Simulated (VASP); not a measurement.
# Ti6Si in VASP: notebook

Ti6Si is run at these levels: PBE; tasks: single point.

Everything below comes from runs of VASP 6.6.1. Logs are shortened: lines on timing, memory, paths and dates and some standing lists are left out, and cuts for length are marked.

### Step 1. The cell of the first run

The cell holds a slab with vacuum, 7 atoms: a = 2.832 Å, b = 4.579 Å, c = 22.051 Å, α = 90.00°, β = 90.00°, γ = 90.00°.

### Step 2. Single point, PBE

The input, INCAR:

```
SYSTEM = Ti6Si
  ALGO = Normal
  DIPOL = 0.5 0.5 0.367
  EDIFF = 1E-7
  ENCUT = 520
  GGA = PE
  IDIPOL = 3
  ISIF = 2
  ISMEAR = 0
  LASPH = .TRUE.
  LCHARG = .TRUE.
  LDIPOL = .TRUE.
  LELF = .TRUE.
  LREAL = .FALSE.
  LVACPOTAV = .TRUE.
  LVHAR = .TRUE.
  LWAVE = .FALSE.
  NBANDS = 47
  NELM = 60
  PREC = Accurate
  SIGMA = 0.1
```

The input, KPOINTS:

```
k-points
0
G
  9 6 1
  0 0 0
```

The input, POSCAR:

```
Ti6Si
1.0
    2.8319727849      0.0000000000      0.0000000000
    0.0000000000      4.5793473376      0.0000000000
    0.0000000000      0.0000000000     22.0506931396
Ti Si
6 1
Direct
    0.5000000000      0.0000000000      0.1814001934
    0.0000000000      0.5000000000      0.2413504045
    0.5000000000      0.0000000000      0.3013006156
    0.5000000000      0.5000000000      0.3625816749
    0.0000000000      0.0000000000      0.4208168374
    0.5000000000      0.5000000000      0.4784744440
    0.5000000000      0.7000000000      0.5826988069
```

Potentials or basis: VASP PAW PBE potentials, release 64 (Ti_sv, Si).

Launch:

```bash
cat potpaw_PBE.64/Ti_sv/POTCAR potpaw_PBE.64/Si/POTCAR > POTCAR
mpirun -np 1 vasp_std > vasp.out
```

OUTCAR:

```text
SYSTEM = Ti6Si
   EDIFF = 1E-7
   ENCUT = 520
   GGA = PE
   ISIF = 2
   ISMEAR = 0
   LASPH = .TRUE.
   LREAL = .FALSE.
   NELM = 60
   PREC = Accurate

 ion  position               nearest neighbor table
   1  0.500  0.000  0.181-   3 2.64
   2  0.000  0.500  0.241-
   3  0.500  0.000  0.301-   1 2.64   4 2.66   4 2.66
   4  0.500  0.500  0.363-   6 2.56   3 2.66   3 2.66
   5  0.000  0.000  0.421-
   6  0.500  0.500  0.478-   7 2.47   4 2.56
   7  0.500  0.700  0.583-   6 2.47

  LATTYP: Found a simple orthorhombic cell.
 ALAT       =     2.8319727849
 B/A-ratio  =     1.6170167178
 C/A-ratio  =     7.7863365274

  Lattice vectors:

 A1 = (   2.8319727849,   0.0000000000,   0.0000000000)
 A2 = (   0.0000000000,   4.5793473376,   0.0000000000)
 A3 = (   0.0000000000,   0.0000000000,  22.0506931396)

Analysis of symmetry for initial positions (statically):
=====================================================================
 Subroutine PRICEL returns:
 Original cell was already a primitive cell.

 Routine SETGRP: Setting up the symmetry group for a
 simple orthorhombic supercell.

 Subroutine GETGRP returns: Found  2 space group operations
 (whereof  2 operations were pure point group operations)
 out of a pool of  8 trial point group operations.

The static configuration has the point symmetry C_1h.

Analysis of symmetry for dynamics (positions and initial velocities):
=====================================================================
 Subroutine PRICEL returns:
 Original cell was already a primitive cell.

 Routine SETGRP: Setting up the symmetry group for a
 simple orthorhombic supercell.

 Subroutine GETGRP returns: Found  2 space group operations
 (whereof  2 operations were pure point group operations)
 out of a pool of  8 trial point group operations.

The dynamic configuration has the point symmetry C_1h.

 Subroutine INISYM returns: Found  2 space group operations
 (whereof  2 operations are pure point group operations),
 and found     1 'primitive' translations

----------------------------------------------------------------------------------------

                                     Primitive cell

  volume of cell :     285.9663

  direct lattice vectors                    reciprocal lattice vectors
     2.831972785  0.000000000  0.000000000     0.353110738  0.000000000  0.000000000
     0.000000000  4.579347338  0.000000000     0.000000000  0.218371730  0.000000000
     0.000000000  0.000000000 22.050693140     0.000000000  0.000000000  0.045350048

  length of vectors
     2.831972785  4.579347338 22.050693140     0.353110738  0.218371730  0.045350048

  position of ions in fractional coordinates (direct lattice)
     0.500000000  0.000000000  0.181400193
     0.000000000  0.500000000  0.241350404
     0.500000000  0.000000000  0.301300616
     0.500000000  0.500000000  0.362581675
     0.000000000  0.000000000  0.420816837
     0.500000000  0.500000000  0.478474444
     0.500000000  0.700000000  0.582698807

  ion indices of the primitive-cell ions
   primitive index   ion index
                 1           1
                 2           2
                 3           3
                 4           4
                 5           5
                 6           6
                 7           7

----------------------------------------------------------------------------------------

 KPOINTS: k-points

Automatic generation of k-mesh.
 Grid dimensions read from file:
 generate k-points for:    9    6    1

 Generating k-lattice:

  Cartesian coordinates                     Fractional coordinates (reciprocal lattice)
     0.039234526  0.000000000  0.000000000     0.111111111  0.000000000  0.000000000
     0.000000000  0.036395288  0.000000000     0.000000000  0.166666667  0.000000000
     0.000000000  0.000000000  0.045350048     0.000000000  0.000000000  1.000000000

  Length of vectors
     0.039234526  0.036395288  0.045350048

  Shift w.r.t. Gamma in fractional coordinates (k-lattice)
     0.000000000  0.000000000  0.000000000

 Subroutine IBZKPT returns following result:
 ===========================================

 Found     20 irreducible k-points:

 Following reciprocal coordinates:
            Coordinates               Weight
  0.000000  0.000000  0.000000      1.000000
  0.111111  0.000000  0.000000      2.000000
  0.222222  0.000000  0.000000      2.000000
  0.333333  0.000000  0.000000      2.000000
  0.444444  0.000000  0.000000      2.000000
  0.000000  0.166667  0.000000      2.000000
[... 12 lines left out ...]
  0.333333  0.500000  0.000000      2.000000
  0.444444  0.500000  0.000000      2.000000
   k-points           NKPTS =     20   k-points in BZ     NKDIM =     20   number of bands    NBANDS=     47
   number of dos      NEDOS =    301   number of ions     NIONS =      7
   total plane-waves  NPLWV = 145152
   dimension x,y,z NGX =    24 NGY =   36 NGZ =  168
   dimension x,y,z NGXF=    48 NGYF=   72 NGZF=  336
   ions per type =               6   1
   NGX,Y,Z   is equivalent  to a cutoff of  14.09, 13.07, 12.67 a.u.
   NGXF,Y,Z  is equivalent  to a cutoff of  28.18, 26.14, 25.33 a.u.
 SYSTEM =  Ti6Si
   PREC   = accura    normal or accurate (medium, high low for compatibility)
   ISTART =      0    job   : 0-new  1-cont  2-samecut
   ICHARG =      2    charge: 1-file 2-atom 10-const
   ISPIN  =      1    spin polarized calculation?
   LNONCOLLINEAR =      F non collinear calculations
   LSORBIT =      F    spin-orbit coupling
   LASPH  =      T    aspherical Exc in radial PAW
   ENCUT  =  520.0 eV  38.22 Ry    6.18 a.u.   5.27  8.51 41.00*2*pi/ulx,y,z
   NELM   =     60;   NELMIN=  2; NELMDL= -5     # of ELM steps
   EDIFF  = 0.1E-06   stopping-criterion for ELM
   LREAL  =      F    real-space projection
   EDIFFG = 0.1E-05   stopping-criterion for IOM
   NSW    =      0    number of steps for IOM
   IBRION =     -1    ionic relax: 0-MD 1-quasi-New 2-CG
   NFREE  =      0    steps in history (QN), initial steepest desc. (CG)
   ISIF   =      2    stress and relaxation
   ISYM   =      2    0-nonsym 1-usesym 2-fastsym
   POTIM  = 0.5000    time-step for ionic-motion
   TEBEG  =    0.0;   TEEND  =   0.0 temperature during run
   PSTRESS=    0.0 pullay stress
   NELECT =      76.0000    total number of electrons
   NUPDOWN=      -1.0000    fix difference up-down
   EMIN   =  10.00;   EMAX   =-10.00  energy-range for DOS
   EFERMI =   0.00;   METHOD = LEGACY
   ISMEAR =     0;   SIGMA  =   0.10  broadening in eV -4-tet -1-fermi 0-gaus
   EFERMI_NEDOS =   21; number of points for ismear=-14 and -15
   IALGO  =     38    algorithm
   IMIX   =      4    mixing-type and parameters
     AMIX     =   0.40;   BMIX     =  1.00
     AMIX_MAG =   1.60;   BMIX_MAG =  1.00
  volume/ion in A,a.u.               =      40.85       275.69
  Fermi-wavevector in a.u.,A,eV,Ry     =   1.052546  1.989023 15.073254  1.107853
  Thomas-Fermi vector in A             =   2.187633
   LORBIT       =      0    0 simple, 1 ext, 2 COOP (PROOUT), +10 PAW based schemes
   GGA     = PE    functional components
   LHFCALC =     F    Hartree Fock is set to
   AEXX    =    0.0000 exact exchange contribution
   IVDW    =     0    specifies the selected vdW correction
   LEPSILON=     F    determine dielectric tensor
   LRPA    =     F    only Hartree local field effects (RPA)
 non-spin polarized calculation
 Gauss-broadening in eV      SIGMA  =   0.10
  energy-cutoff  :      520.00
  volume of cell :      285.97
 maximum number of plane-waves:      7748
 NGX is ok and might be reduce to    24
   NGX = 11   NGY = 17   NGZ = 81

 dipolmoment           0.000000      0.000000     -0.044828 electrons x Angstroem

 number of electron      75.9999999 magnetization

 dipolmoment           0.000000      0.000000      0.115093 electrons x Angstroem

 Free energy of the ion-electron system (eV)
  ---------------------------------------------------
  ext. energy  EPLUGINS =         0.00000000
  ---------------------------------------------------
  free energy    TOTEN  =       -47.94676735 eV

  energy without entropy =      -47.89371068  energy(sigma->0) =      -47.92023902

 E-fermi :   1.1191     XC(G=0):  -5.9345

 val. band max:        1.1185765206   @ k =   0.1111   0.1667   0.0000
 cond. band min:       1.1192421304   @ k =   0.2222   0.5000   0.0000
 fundamental gap:      0.0006656098
 Fermi energy:         1.1190921338

 k-point     1 :       0.0000    0.0000    0.0000
  band No.  band energies     occupation
      1     -55.8349      2.00000
      2     -55.7187      2.00000
      3     -55.6914      2.00000
      4     -55.4862      2.00000
      5     -55.4486      2.00000
      6     -55.3493      2.00000
[... 39 lines left out ...]
     46       2.3153      0.00000
     47       2.7042      0.00000

 k-point     2 :       0.1111    0.0000    0.0000
  band No.  band energies     occupation
      1     -55.8278      2.00000
      2     -55.7129      2.00000
      3     -55.6842      2.00000
      4     -55.4809      2.00000
      5     -55.4425      2.00000
      6     -55.3432      2.00000
[... 39 lines left out ...]
     46       2.2323      0.00000
     47       2.5542      0.00000

 k-point     3 :       0.2222    0.0000    0.0000
  band No.  band energies     occupation
      1     -55.8096      2.00000
      2     -55.6983      2.00000
      3     -55.6657      2.00000
      4     -55.4676      2.00000
      5     -55.4270      2.00000
      6     -55.3276      2.00000
[... 839 lines left out ...]
     46       2.3317      0.00000
     47       2.3989      0.00000

 k-point    20 :       0.4444    0.5000    0.0000
  band No.  band energies     occupation
      1     -55.7747      2.00000
      2     -55.6712      2.00000
      3     -55.6298      2.00000
      4     -55.4211      2.00000
      5     -55.3950      2.00000
      6     -55.3231      2.00000
[... 39 lines left out ...]
     46       2.3653      0.00000
     47       2.4159      0.00000

------------------------ aborting loop because EDIFF is reached ----------------------------------------

  FORCE on cell =-STRESS in cart. coord.  units (eV):
  Direction    XX          YY          ZZ          XY          YZ          ZX
  --------------------------------------------------------------------------------------
  -------------------------------------------------------------------------------------
  Total       -4.9884622     -5.2693001     -1.2050775      0.0000000      1.3387570      0.0000000
  in kB      -27.9487484    -29.5221924     -6.7516616      0.0000000      7.5006249      0.0000000
  external PRESSURE =     -21.4075342 kB  Pullay stress =       0.0000000 kB

 VOLUME and BASIS-vectors are now :
 -----------------------------------------------------------------------------
  energy-cutoff  :      520.00
  volume of cell :      285.97
      direct lattice vectors                 reciprocal lattice vectors
     2.831972785  0.000000000  0.000000000     0.353110738  0.000000000  0.000000000
     0.000000000  4.579347338  0.000000000     0.000000000  0.218371730  0.000000000
     0.000000000  0.000000000 22.050693140     0.000000000  0.000000000  0.045350048

 POSITION                                       TOTAL-FORCE (eV/Angst)
 -----------------------------------------------------------------------------------
      1.41599      0.00000      4.00000         0.000000      0.020180      0.374551
      0.00000      2.28967      5.32194         0.000000      0.002203      0.010103
      1.41599      0.00000      6.64389         0.000000     -0.049852     -0.399878
      1.41599      2.28967      7.99518         0.000000      0.070303      0.047804
      0.00000      0.00000      9.27930         0.000000     -0.247006      0.111051
      1.41599      2.28967     10.55069         0.000000     -0.297891     -0.158447
      1.41599      3.20554     12.84891         0.000000      0.502063      0.014816
 -----------------------------------------------------------------------------------
    total drift:                                0.000000      0.000082     -0.000193

  FREE ENERGIE OF THE ION-ELECTRON SYSTEM (eV)
  ---------------------------------------------------
  free  energy   TOTEN  =       -47.9467673527 eV

  energy  without entropy=      -47.8937106825  energy(sigma->0) =      -47.92023902

 vacuum level on the upper side and lower side of the slab         6.122         4.516
```

Run time: 6.2 min. Hardware: 1 thread of Intel Xeon 6975P-C (Granite Rapids), shared host; peak memory 0.46 GiB.

Results:

* Free energy: -47.9468 eV
* Largest force: 0.502 eV/Å
* Band gap on the k mesh: zero (bands 38 and 39 overlap by 0.13 eV)

Forces in eV/Å, atoms in the order of the input:
```
Ti   0.000  0.020  0.375
Ti   0.000  0.002  0.010
Ti   0.000 -0.050 -0.400
Ti   0.000  0.070  0.048
Ti   0.000 -0.247  0.111
Ti   0.000 -0.298 -0.158
Si   0.000  0.502  0.015
```

(Part 1 of 2 ends here.)

The gap in the log of VASP goes by the Fermi energy; the results here count the filled bands.